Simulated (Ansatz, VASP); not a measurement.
One calculation of Ga, two programs

```
Ga
1.0
     1.45000   -4.06500    0.00000
     1.45000    4.06500    0.00000
     0.00000    0.00000    3.07490
Ga
2
Direct
  0.86700 0.13300 0.25000
  0.13300 0.86700 0.75000
```

Change from the starting cell: zz strain of -3 %.

Alike in both runs: task single point; functional PBE; k mesh 12 × 12 × 10; occupations fermi-dirac, width 0.08 eV; no spin polarisation.

|  | VASP | Ansatz |
| --- | --- | --- |
| version | VASP 6.6.1 | Ansatz 0.2.0 |
| potentials or method | VASP PAW PBE potentials, release 64 (Ga_d), cutoff 520 eV | all-electron LAPW, scalar-relativistic |

Ansatz gave:

```
pressure (GPa)                                                : 3.7
traceless stress, the component that is largest in VASP (GPa) : -3.01
rms of the force components (eV/Å)                            : 0.126
```

Task: Estimate VASP's values.

Result: Pressure (GPa): 3.7; traceless stress, the component that is largest in VASP (GPa): -3.01; rms of the force components (eV/Å): 0.127.

Atom by atom the forces differ by 0.001 eV/Å (rms over components). Ansatz ran all-electron here, and VASP with PAW potentials.
